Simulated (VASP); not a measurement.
# BeTeS4 (I4/mmm) in VASP: single point with PBE

Aim: the single point of BeTeS4 with PBE.

Everything below comes from runs of VASP 6.6.1. Logs are shortened: lines on timing, memory, paths and dates and some standing lists are left out, and cuts for length are marked.

**1. The cell of the first run**

Symmetry: I4/mmm, No. 139, tetragonal system. Conventional cell: a = 5.920 Å, b = 5.920 Å, c = 6.835 Å, α = 90.00°, β = 90.00°, γ = 90.00°. Be (site symmetry 4/mmm) has 8 S at 2.70 Å and 2 Te at 3.42 Å within 3.6 Å. Within 3.6 Å of Te (site symmetry 4/mmm) lie 8 S at 2.70 Å and 2 Be at 3.42 Å. S (site symmetry 2/m) has 2 Be at 2.70 Å and 2 Te at 2.70 Å and 6 S at 2.96 to 3.42 Å within 3.6 Å.

The cell was generated, and may not be a known phase.

**2. Single point, PBE**

INCAR

```
SYSTEM = BeTeS4
PREC     = Accurate       ! precision mode
ENCUT    = 600            ! plane-wave cutoff, eV
EDIFF    = 1E-6           ! SCF threshold, eV
ISMEAR   = 0              ! smearing method
SIGMA    = 0.15           ! smearing width, eV
LREAL    = .FALSE.        ! projectors in reciprocal space
LASPH    = .TRUE.         ! aspherical terms in the spheres
NELM     = 120            ! most SCF steps
ALGO     = Normal         ! electronic algorithm
ISIF     = 2              ! what is computed and relaxed
LWAVE    = .FALSE.        ! write WAVECAR
LCHARG   = .TRUE.         ! write CHGCAR
GGA      = PE             ! functional
LELF     = .TRUE.         ! ELF
LVHAR    = .TRUE.       
NBANDS   = 25             ! bands
GGA_COMPAT= .FALSE.
```

KPOINTS

```
regular mesh
0
G
  3 3 3
  0 0 0
```

POSCAR

```
BeTeS4
1.0
   -2.9600056271      2.9600056271      3.4175153301
    2.9600056271     -2.9600056271      3.4175153301
    2.9600056271      2.9600056271     -3.4175153301
Be Te S
1 1 4
Direct
    0.5000000000      0.5000000000      0.0000000000
    0.0000000000      0.0000000000      0.0000000000
    0.5000000000      0.5000000000      0.5000000000
    0.0000000000      0.0000000000      0.5000000000
    0.5000000000      0.0000000000      0.0000000000
    0.0000000000      0.5000000000      0.0000000000
```

Potentials or basis: VASP PAW PBE potentials, release 64 (Be, Te, S).

On the command line:

```console
> cat potpaw_PBE.64/Be/POTCAR potpaw_PBE.64/Te/POTCAR potpaw_PBE.64/S/POTCAR > POTCAR
> mpirun -np 1 vasp_std > vasp.out
```

OUTCAR:

```text
SYSTEM = BeTeS4
   PREC = Accurate
   ENCUT = 600
   EDIFF = 1E-6
   ISMEAR = 0
   LREAL = .FALSE.
   LASPH = .TRUE.
   NELM = 120
   ISIF = 2
   GGA = PE

 ion  position               nearest neighbor table
   1  0.500  0.500  0.000-
   2  0.000  0.000  0.000-   3 2.70   4 2.70   5 2.70   6 2.70   4 2.70   6 2.70   5 2.70   3 2.70

   3  0.500  0.500  0.500-   2 2.70   2 2.70
   4  0.000  0.000  0.500-   2 2.70   2 2.70
   5  0.500  0.000  0.000-   2 2.70   2 2.70
   6  0.000  0.500  0.000-   2 2.70   2 2.70

  LATTYP: Found a body centered tetragonal cell.
 ALAT       =     5.9200112542
 C/A-ratio  =     1.1545637950

  Lattice vectors:

 A1 = (  -2.9600056271,   2.9600056271,   3.4175153301)
 A2 = (   2.9600056271,  -2.9600056271,   3.4175153301)
 A3 = (   2.9600056271,   2.9600056271,  -3.4175153301)

Analysis of symmetry for initial positions (statically):
=====================================================================
 Subroutine PRICEL returns:
 Original cell was already a primitive cell.

 Routine SETGRP: Setting up the symmetry group for a
 body centered tetragonal supercell.

 Subroutine GETGRP returns: Found 16 space group operations
 (whereof 16 operations were pure point group operations)
 out of a pool of 16 trial point group operations.

The static configuration has the point symmetry D_4h.

Analysis of symmetry for dynamics (positions and initial velocities):
=====================================================================
 Subroutine PRICEL returns:
 Original cell was already a primitive cell.

 Routine SETGRP: Setting up the symmetry group for a
 body centered tetragonal supercell.

 Subroutine GETGRP returns: Found 16 space group operations
 (whereof 16 operations were pure point group operations)
 out of a pool of 16 trial point group operations.

The dynamic configuration has the point symmetry D_4h.

 Subroutine INISYM returns: Found 16 space group operations
 (whereof 16 operations are pure point group operations),
 and found     1 'primitive' translations

----------------------------------------------------------------------------------------

                                     Primitive cell

  volume of cell :     119.7721

  direct lattice vectors                    reciprocal lattice vectors
    -2.960005627  2.960005627  3.417515330     0.000000000  0.168918598  0.146305123
     2.960005627 -2.960005627  3.417515330     0.168918598  0.000000000  0.146305123
     2.960005627  2.960005627 -3.417515330     0.168918598  0.168918598  0.000000000

  length of vectors
     5.403950190  5.403950190  5.403950190     0.223469644  0.223469644  0.238886972

  position of ions in fractional coordinates (direct lattice)
     0.500000000  0.500000000  0.000000000
     0.000000000  0.000000000  0.000000000
     0.500000000  0.500000000  0.500000000
     0.000000000  0.000000000  0.500000000
     0.500000000  0.000000000  0.000000000
     0.000000000  0.500000000  0.000000000

  ion indices of the primitive-cell ions
   primitive index   ion index
                 1           1
                 2           2
                 3           3
                 4           4
                 5           5
                 6           6

----------------------------------------------------------------------------------------

 KPOINTS: regular mesh

Automatic generation of k-mesh.
 Grid dimensions read from file:
 generate k-points for:    3    3    3

 Generating k-lattice:

  Cartesian coordinates                     Fractional coordinates (reciprocal lattice)
     0.000000000  0.056306199  0.048768374     0.333333333  0.000000000  0.000000000
     0.056306199  0.000000000  0.048768374     0.000000000  0.333333333  0.000000000
     0.056306199  0.056306199  0.000000000     0.000000000  0.000000000  0.333333333

  Length of vectors
     0.074489881  0.074489881  0.079628991

  Shift w.r.t. Gamma in fractional coordinates (k-lattice)
     0.000000000  0.000000000  0.000000000

 Subroutine IBZKPT returns following result:
 ===========================================

 Found      6 irreducible k-points:

 Following reciprocal coordinates:
            Coordinates               Weight
  0.000000  0.000000  0.000000      1.000000
  0.333333  0.000000 -0.000000      8.000000
  0.333333  0.333333 -0.000000      8.000000
 -0.333333  0.333333  0.000000      4.000000
 -0.333333  0.333333  0.333333      4.000000
 -0.333333 -0.333333  0.333333      2.000000
   k-points           NKPTS =      6   k-points in BZ     NKDIM =      6   number of bands    NBANDS=     25
   number of dos      NEDOS =    301   number of ions     NIONS =      6
   total plane-waves  NPLWV = 110592
   dimension x,y,z NGX =    48 NGY =   48 NGZ =   48
   dimension x,y,z NGXF=    96 NGYF=   96 NGZF=   96
   ions per type =               1   1   4
   NGX,Y,Z   is equivalent  to a cutoff of  14.77, 14.77, 14.77 a.u.
   NGXF,Y,Z  is equivalent  to a cutoff of  29.53, 29.53, 29.53 a.u.
 SYSTEM =  BeTeS4
   PREC   = accura    normal or accurate (medium, high low for compatibility)
   ISTART =      0    job   : 0-new  1-cont  2-samecut
   ICHARG =      2    charge: 1-file 2-atom 10-const
   ISPIN  =      1    spin polarized calculation?
   LNONCOLLINEAR =      F non collinear calculations
   LSORBIT =      F    spin-orbit coupling
   LASPH  =      T    aspherical Exc in radial PAW
   ENCUT  =  600.0 eV  44.10 Ry    6.64 a.u.  10.79 10.79 10.79*2*pi/ulx,y,z
   NELM   =    120;   NELMIN=  2; NELMDL= -5     # of ELM steps
   EDIFF  = 0.1E-05   stopping-criterion for ELM
   LREAL  =      F    real-space projection
   EDIFFG = 0.1E-04   stopping-criterion for IOM
   NSW    =      0    number of steps for IOM
   IBRION =     -1    ionic relax: 0-MD 1-quasi-New 2-CG
   NFREE  =      0    steps in history (QN), initial steepest desc. (CG)
   ISIF   =      2    stress and relaxation
   ISYM   =      2    0-nonsym 1-usesym 2-fastsym
   POTIM  = 0.5000    time-step for ionic-motion
   TEBEG  =    0.0;   TEEND  =   0.0 temperature during run
   PSTRESS=    0.0 pullay stress
   NELECT =      32.0000    total number of electrons
   NUPDOWN=      -1.0000    fix difference up-down
   EMIN   =  10.00;   EMAX   =-10.00  energy-range for DOS
   EFERMI =   0.00;   METHOD = LEGACY
   ISMEAR =     0;   SIGMA  =   0.15  broadening in eV -4-tet -1-fermi 0-gaus
   EFERMI_NEDOS =   21; number of points for ismear=-14 and -15
   IALGO  =     38    algorithm
   IMIX   =      4    mixing-type and parameters
     AMIX     =   0.40;   BMIX     =  1.00
     AMIX_MAG =   1.60;   BMIX_MAG =  1.00
  volume/ion in A,a.u.               =      19.96       134.71
  Fermi-wavevector in a.u.,A,eV,Ry     =   1.054402  1.992531 15.126468  1.111764
  Thomas-Fermi vector in A             =   2.189561
   LORBIT       =      0    0 simple, 1 ext, 2 COOP (PROOUT), +10 PAW based schemes
   GGA     = PE    functional components
   LHFCALC =     F    Hartree Fock is set to
   AEXX    =    0.0000 exact exchange contribution
   IVDW    =     0    specifies the selected vdW correction
   LEPSILON=     F    determine dielectric tensor
   LRPA    =     F    only Hartree local field effects (RPA)
 non-spin polarized calculation
 Gauss-broadening in eV      SIGMA  =   0.15
  energy-cutoff  :      600.00
  volume of cell :      119.77
 maximum number of plane-waves:      4026
 NGX is ok and might be reduce to    48
   NGX = 21   NGY = 21   NGZ = 21

 number of electron      32.0000001 magnetization

 Free energy of the ion-electron system (eV)
  ---------------------------------------------------
  ext. energy  EPLUGINS =         0.00000000
  ---------------------------------------------------
  free energy    TOTEN  =       -19.61913791 eV

  energy without entropy =      -19.59723586  energy(sigma->0) =      -19.60818688

 E-fermi :   5.9184     XC(G=0):  -9.6817

 val. band max:        5.6557580378   @ k =  -0.3333  -0.3333   0.3333
 cond. band min:       5.9903361701   @ k =   0.3333   0.0000  -0.0000
 fundamental gap:      0.3345781324
 Fermi energy:         5.9183583617

 k-point     1 :       0.0000    0.0000    0.0000
  band No.  band energies     occupation
      1     -10.1378      2.00000
      2      -6.5071      2.00000
      3      -6.5071      2.00000
      4      -5.6629      2.00000
      5      -4.1618      2.00000
      6      -2.3569      2.00000
[... 17 lines left out ...]
     24      12.3252      0.00000
     25      12.7872      0.00000

 k-point     2 :       0.3333    0.0000   -0.0000
  band No.  band energies     occupation
      1      -9.6103      2.00000
      2      -7.5290      2.00000
      3      -6.4983      2.00000
      4      -6.0817      2.00000
      5      -4.9804      2.00000
      6      -1.6417      2.00000
[... 17 lines left out ...]
     24      11.2212      0.00000
     25      11.3610      0.00000

 k-point     3 :       0.3333    0.3333   -0.0000
  band No.  band energies     occupation
      1      -9.0813      2.00000
      2      -7.7631      2.00000
      3      -7.3623      2.00000
      4      -6.2916      2.00000
      5      -4.9581      2.00000
      6      -0.4383      2.00000
[... 17 lines left out ...]
     24      11.9228      0.00000
     25      12.8872      0.00000

 k-point     4 :      -0.3333    0.3333    0.0000
  band No.  band energies     occupation
      1      -9.5407      2.00000
      2      -7.0060      2.00000
      3      -6.9936      2.00000
      4      -6.6396      2.00000
      5      -4.7437      2.00000
      6      -1.0268      2.00000
[... 17 lines left out ...]
     24      10.6960      0.00000
     25      11.4015      0.00000

 k-point     5 :      -0.3333    0.3333    0.3333
  band No.  band energies     occupation
      1      -8.9175      2.00000
      2      -7.9783      2.00000
      3      -7.0833      2.00000
      4      -6.2772      2.00000
      5      -5.5503      2.00000
      6      -0.5358      2.00000
[... 17 lines left out ...]
     24      11.1993      0.00000
     25      11.6667      0.00000

 k-point     6 :      -0.3333   -0.3333    0.3333
  band No.  band energies     occupation
      1      -9.1899      2.00000
      2      -7.2196      2.00000
      3      -7.2196      2.00000
      4      -6.7333      2.00000
      5      -5.2645      2.00000
      6      -0.5991      2.00000
[... 17 lines left out ...]
     24      11.4973      0.00000
     25      11.6493      0.00000

------------------------ aborting loop because EDIFF is reached ----------------------------------------

  FORCE on cell =-STRESS in cart. coord.  units (eV):
  Direction    XX          YY          ZZ          XY          YZ          ZX
  --------------------------------------------------------------------------------------
  -------------------------------------------------------------------------------------
  Total       -0.0936363     -0.0936363     -0.0888345      0.0000000      0.0000000      0.0000000
  in kB       -1.2525623     -1.2525623     -1.1883286      0.0000000      0.0000000      0.0000000
  external PRESSURE =      -1.2311511 kB  Pullay stress =       0.0000000 kB

 VOLUME and BASIS-vectors are now :
 -----------------------------------------------------------------------------
  energy-cutoff  :      600.00
  volume of cell :      119.77
      direct lattice vectors                 reciprocal lattice vectors
    -2.960005627  2.960005627  3.417515330     0.000000000  0.168918598  0.146305123
     2.960005627 -2.960005627  3.417515330     0.168918598  0.000000000  0.146305123
     2.960005627  2.960005627 -3.417515330     0.168918598  0.168918598  0.000000000

 POSITION                                       TOTAL-FORCE (eV/Angst)
 -----------------------------------------------------------------------------------
      0.00000      0.00000      3.41752         0.000000      0.000000      0.000000
      0.00000      0.00000      0.00000        -0.000000      0.000000      0.000000
      1.48000      1.48000      1.70876        -0.000000     -0.000000     -0.000000
      1.48000      1.48000     -1.70876         0.000000     -0.000000     -0.000000
     -1.48000      1.48000      1.70876         0.000000     -0.000000     -0.000000
      1.48000     -1.48000      1.70876        -0.000000      0.000000      0.000000
 -----------------------------------------------------------------------------------
    total drift:                                0.000000      0.000000     -0.000000

  FREE ENERGIE OF THE ION-ELECTRON SYSTEM (eV)
  ---------------------------------------------------
  free  energy   TOTEN  =       -19.6191379060 eV

  energy  without entropy=      -19.5972358563  energy(sigma->0) =      -19.60818688
```

Wall time 40 s (1 thread of Intel Xeon 8259CL, shared host); peak memory 0.29 GiB.

Results:

| Quantity | Value |
| --- | --- |
| Free energy | -19.6191 eV |
| Pressure | -0.1 GPa |
| Band gap on the k mesh | zero (bands 16 and 17 overlap by 1.07 eV) |

Caveat: the k points lie up to 0.47 Å⁻¹ apart, too coarse for converged energies and pressures of a metal; spin-orbit coupling is left out, which moves the levels of the heavy elements.

The gap in the log of VASP goes by the Fermi energy; the results here count the filled bands.